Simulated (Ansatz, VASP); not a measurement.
AlN in VASP and in Ansatz

INCAR

```
SYSTEM = AlN
PREC     = Accurate       ! precision mode
ENCUT    = 600            ! plane-wave cutoff, eV
EDIFF    = 1E-7           ! SCF threshold, eV
ISMEAR   = 0              ! smearing method
SIGMA    = 0.01           ! smearing width, eV
LREAL    = .False.        ! projectors in reciprocal space
LASPH    = .True.         ! aspherical terms in the spheres
NELM     = 100            ! most SCF steps
ALGO     = Normal         ! electronic algorithm
ISIF     = 3              ! what is computed and relaxed
LWAVE    = .False.        ! write WAVECAR
LCHARG   = .False.        ! write CHGCAR
GGA      = PE             ! functional
IBRION   = 2              ! ionic algorithm
NSW      = 80             ! ionic steps
EDIFFG   = -0.001         ! ionic threshold
```

KPOINTS

```
regular mesh
0
Gamma
  12 12 6
  0 0 0
```

The input POSCAR:

```
AlN
1.0
    3.1302395629      0.0000000000      0.0000000000
   -1.5651197815      2.7108669814      0.0000000000
    0.0000000000      0.0000000000      5.0179796547
Al N
2 2
Direct
    0.3333333333      0.6666666667      0.0017287175
    0.6666666667      0.3333333333      0.5017287175
    0.3333333333      0.6666666667      0.3832712825
    0.6666666667      0.3333333333      0.8832712825
```

Input for Ansatz:

```yaml
crystal:
  lattice:
    - [3.1302395629, 0.0, 0.0]
    - [-1.5651197815, 2.7108669814, 0.0]
    - [0.0, 0.0, 5.0179796547]
  atoms:
    - { symbol: Al, position: [0.3333333333, 0.6666666667, 0.0017287175] }
    - { symbol: Al, position: [0.6666666667, 0.3333333333, 0.5017287175] }
    - { symbol: "N", position: [0.3333333333, 0.6666666667, 0.3832712825] }
    - { symbol: "N", position: [0.6666666667, 0.3333333333, 0.8832712825] }
basis:
  ecutwfc: 420
kpoints:
  mp_grid: { grid: [12, 12, 6] }
hamiltonian:
  xc: pbe
scf:
  occupations: { method: fixed }
output:
  forces: true
  stress: true
  eigenvalues: true
relax:
  adjacent_minimum: "off"
  f_tol: 0.001
  max_steps: 60
  cell: { stress_tol: 0.01 }
```

Alike in both runs: task relaxation of cell and atoms; functional PBE; k mesh 12 × 12 × 6; no spin polarisation.

```csv
,VASP,Ansatz
version,VASP 6.6.1,Ansatz 0.2.0
potentials or method,"VASP PAW PBE potentials, release 64 (Al, N), cutoff 600 eV","scalar-relativistic, plane waves, PAW"
occupations,"gaussian, width 0.01 eV",fixed
valence electrons in the cell,16,16
```

Ansatz gave:

- gap on the k mesh at the Fermi level, each at its own relaxed structure (eV): 4.03
- relaxed volume (Å³/atom): 10.65
- relaxed cell length with the largest relative difference (Å): 3.130

**Question.** Estimate VASP's values.

**Answer.** gap on the k mesh at the Fermi level, each at its own relaxed structure (eV): 4.06; relaxed volume (Å³/atom): 10.62; relaxed cell length with the largest relative difference (Å): 3.128.
